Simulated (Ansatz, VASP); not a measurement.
# Na: VASP beside Ansatz

```
Na
1.0
    -1.88829    1.88829    2.63728
     1.88829   -1.88829    2.63728
     1.88829    1.88829   -2.63728
Na
1
Direct
  0.00000 0.00000 0.00000
```

Alike in both runs: task single point; functional PBE; k mesh 14 × 14 × 14; occupations gaussian, width 0.05 eV; no spin polarisation.

```csv
,VASP,Ansatz
version,VASP 6.6.1,Ansatz 0.2.0
potentials or method,"VASP PAW PBE potentials, release 64 (Na_pv), cutoff 520 eV","scalar-relativistic, plane waves, PAW"
valence electrons in the cell,7,9
```

Ansatz gave:

* pressure (GPa): -0.1

Task: Which values does VASP return?

Result: Pressure (GPa): -0.2.

The functional is the same, so the differences come from potentials, cutoffs and numerics. VASP's potentials hold 7 valence electrons a cell and Ansatz's 9, so a difference there can come from the potentials and not from the codes.
